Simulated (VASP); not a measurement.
Wanted: the native input for a VASP 6.6.1 run.

| Quantity | Value |
| --- | --- |
| Task | single point |
| Functional | PBE |
| Potentials or basis | VASP PAW PBE potentials, release 64 (Ru_pv, Pt) |
| Cutoff | 520 eV |
| k mesh | 4 × 4 × 4 |
| Occupations | gaussian, width 0.1 eV |
| Spin | no spin polarisation |
| Dipole correction | no |
| Further INCAR settings | ALGO = Normal; EDIFF = 1e-07; NBANDS = 62 |

The structure of Ru3Pt lies in POSCAR:

```
Ru3Pt
1.0
    4.8884819550      0.0000000000      0.0000000000
    0.0000000000      4.8884819550      0.0000000000
    0.0000000000      0.0000000000      4.8884819550
Ru Pt
6 2
Direct
    0.2500000000      0.0000000000      0.5000000000
    0.7500000000      0.0000000000      0.5000000000
    0.5000000000      0.2500000000      0.0000000000
    0.5000000000      0.7500000000      0.0000000000
    0.0000000000      0.5000000000      0.2500000000
    0.0000000000      0.5000000000      0.7500000000
    0.0000000000      0.0000000000      0.0000000000
    0.5000000000      0.5000000000      0.5000000000
```

The cell was built from a structure type or drawn by symmetry, and may not be a known phase.

The input as run:

INCAR

```
SYSTEM = Ru3Pt
  ALGO = Normal
  EDIFF = 1E-7
  ENCUT = 520
  GGA = PE
  ISIF = 2
  ISMEAR = 0
  LASPH = .True.
  LCHARG = .False.
  LREAL = .False.
  LWAVE = .False.
  NBANDS = 62
  NELM = 60
  PREC = Accurate
  SIGMA = 0.1
```

KPOINTS

```
k-points
0
Gamma
  4 4 4
  0 0 0
```

Potentials or basis: VASP PAW PBE potentials, release 64 (Ru_pv, Pt).

Command:

```console
$ cat potpaw_PBE.64/Ru_pv/POTCAR potpaw_PBE.64/Pt/POTCAR > POTCAR
$ mpirun -np 1 vasp_std > vasp.out
```

It gave:

* Pressure: -0.2 GPa
* Band gap on the k mesh: zero (bands 52 and 53 overlap by 0.27 eV)

Caveat: spin-orbit coupling is left out, which moves the levels of the heavy elements.

Wall time 62 s on 1 thread of Intel(R) Xeon(R) Platinum 8488C (Sapphire Rapids), with other jobs on the host, peak memory 0.23 GiB.
